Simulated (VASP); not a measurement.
Ga3Se, 4 atoms in the cell. It takes space group Pm-3m (No. 221, cubic). Conventional cell: a = 4.432 Å, b = 4.432 Å, c = 4.432 Å, α = 90.00°, β = 90.00°, γ = 90.00°. Within 4.1 Å of Ga (site symmetry 4/mmm) lie 8 Ga at 3.13 Å and 4 Se at 3.13 Å. Se (site symmetry m-3m) has 12 Ga at 3.13 Å within 4.1 Å. 

| Property | Result |
| --- | --- |
| Program | VASP 6.6.1 |
| Task | single point |
| Functional | PBEsol |
| Potentials or basis | VASP PAW PBE potentials, release 64 (Ga_d, Se) |
| Cutoff | 520 eV |
| k mesh | 14 × 14 × 14 |
| Occupations | gaussian, width 0.1 eV |
| Spin | no spin polarisation |
| Dipole correction | no |
| Further INCAR settings | ALGO = Normal; EDIFF = 1e-07; NBANDS = 30 |

Potentials or basis: VASP PAW PBE potentials, release 64 (Ga_d, Se).

Command:

```sh
$ cat potpaw_PBE.64/Ga_d/POTCAR potpaw_PBE.64/Se/POTCAR > POTCAR
$ mpirun -np 1 vasp_std > vasp.out
```

Hardware: 1 thread of Intel(R) Xeon(R) 6975P-C (Granite Rapids), on a shared host.

How long does it take, and how much memory?

Wall time 110 s on 1 thread of Intel(R) Xeon(R) 6975P-C (Granite Rapids) (shared host), peak memory 0.39 GiB. Counts: scf iterations 14, k points 120.
